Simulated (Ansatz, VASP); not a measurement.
# Two plane-wave programs on Hf2TaN4

```
CELL_PARAMETERS angstrom
3.37705 -4.68120 0.00000
3.37705 4.68120 0.00000
0.00000 0.00000 3.19767
ATOMIC_POSITIONS crystal
Hf 0.50000 0.00000 0.50000
Hf 0.00000 0.50000 0.50000
Ta 0.00000 0.00000 0.00000
N 0.22910 0.77090 0.00000
N 0.77090 0.22910 0.00000
N 0.21733 0.21733 0.50000
N 0.78267 0.78267 0.50000
```

Change from the starting cell: species swapped into the Ca2SnS4 type (Cmmm, No. 65).

Alike in both runs: task relaxation of cell and atoms; functional PBE; k mesh 2 × 2 × 4; occupations gaussian, width 0.15 eV; no spin polarisation.

```csv
,VASP,Ansatz
version,VASP 6.6.1,Ansatz 0.2.0
potentials or method,"VASP PAW PBE potentials, release 64 (Hf_pv, Ta_pv, N), cutoff 600 eV","scalar-relativistic, plane waves, PAW"
valence electrons in the cell,51,85
```

```tsv
	VASP	Ansatz	Ansatz less VASP
gap on the k mesh at the Fermi level, each at its own relaxed structure (eV)	none	none	-
relaxed volume (Å³/atom)	12.69	12.78	+0.087
relaxed length of the cell vector where the two differ most in proportion (Å)	5.432	5.447	+0.0149
```

A gap of «none» marks a metal or a gap that the smearing closes. VASP's potentials hold 51 valence electrons a cell and Ansatz's 85, so a difference there can come from the potentials and not from the codes.

The k mesh is coarse, so the values compare programs but aren't converged. Spin-orbit coupling is off throughout.
